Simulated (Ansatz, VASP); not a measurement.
**Two plane-wave programs on Re**

The input INCAR:

```
SYSTEM = Re
  PREC = Accurate
  ENCUT = 520
  EDIFF = 1E-6
  ISMEAR = -1
  SIGMA = 0.1
  LREAL = .False.
  LASPH = .True.
  NELM = 100
  ALGO = Normal
  ISIF = 2
  LWAVE = .False.
  LCHARG = .False.
  GGA = B5
  ALDAX = 1.0
  AGGAX = 1.0
  AGGAC = 1.0
  ALDAC = 0.0
  NBANDS = 10
```

File KPOINTS:

```
Automatic mesh
0
Gamma
  13 13 13
  0 0 0
```

The input POSCAR:

```
Re
1.0
    2.5818100199      0.0000000000      0.0000000000
    0.0000000000      2.5818100199      0.0000000000
    0.0000000000      0.0000000000      2.5818100199
Re
1
Direct
    0.0000000000      0.0000000000      0.0000000000
```

Input for Ansatz:

```yaml
crystal:
  lattice:
    - [2.5818100199, 0.0, 0.0]
    - [0.0, 2.5818100199, 0.0]
    - [0.0, 0.0, 2.5818100199]
  atoms:
    - { symbol: Re, position: [0.0, 0.0, 0.0] }
hamiltonian:
  xc: blyp
  pseudopotentials:
    kind: paw
    azcp:
      Re: "pseudopotentials/Re.paw.azcp"
basis:
  ecutwfc: 420
  fft_grid_basis: typed
kpoints:
  mp_grid: { grid: [13, 13, 13], shift: [0, 0, 0] }
magnetization:
  spin_polarized: false
scf:
  occupations: { method: fermi_dirac, width: 0.1 }
  lower_state_search: "off"
output:
  stress: true
```

Alike in both runs: task single point; functional BLYP; k mesh 13 × 13 × 13; occupations fermi-dirac, width 0.1 eV; no spin polarisation.

|  | VASP | Ansatz |
| --- | --- | --- |
| version | VASP 6.6.1 | Ansatz 0.2.0 |
| potentials or method | VASP PAW PBE potentials, release 64 (Re), cutoff 520 eV | plane waves (420 eV) with PAW, scalar-relativistic |
| valence electrons in the cell | 7 | 15 |

VASP gave:

* pressure (GPa): 11.1

Problem. Which values does Ansatz return?

Solution. Pressure (GPa): 10.3.

VASP's potentials were made for PBE, not for BLYP. VASP's potentials hold 7 valence electrons a cell and Ansatz's 15, so a difference there can come from the potentials and not from the codes.

Neither program's run includes spin-orbit coupling.
